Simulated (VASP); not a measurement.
KI, 2 atoms in the cell. It takes space group Imm2 (No. 44, orthorhombic). Conventional cell: a = 4.984 Å, b = 7.049 Å, c = 4.984 Å, α = 90.00°, β = 90.00°, γ = 90.00°. K (site symmetry mm2) has 6 I at 3.45 to 3.60 Å within 4.5 Å. I (site symmetry mm2) has 6 K at 3.45 to 3.60 Å within 4.5 Å.  This cell differs from its parent crystal: all K atoms moved +0.113 Å, as atom 1 along Cartesian [1 -1 0].

```yaml
Program: VASP 6.6.1
Task: single point
Functional: PBEsol
Potentials_or_basis: VASP PAW PBE potentials, release 64 (K_sv, I)
Cutoff: 520 eV
k_mesh: 6 × 6 × 6
Occupations: gaussian, width 0.05 eV
Spin: no spin polarisation
Dipole_correction: no
Further_INCAR_settings: ALGO = Normal; EDIFF = 1e-06; NBANDS = 15
```

Potentials or basis: VASP PAW PBE potentials, release 64 (K_sv, I).

Run with:

```bash
$ cat potpaw_PBE.64/K_sv/POTCAR potpaw_PBE.64/I/POTCAR > POTCAR
$ mpirun -np 1 vasp_std > vasp.out
```

Hardware: 1 thread of Intel(R) Xeon(R) 6975P-C (Granite Rapids), with other jobs on the host.

Problem. How long does it take, and how much memory?

Solution. Run time: 29 s on 1 thread of Intel(R) Xeon(R) 6975P-C (Granite Rapids), with other jobs on the host, peak memory 0.26 GiB. Counts: scf iterations 12, k points 46.
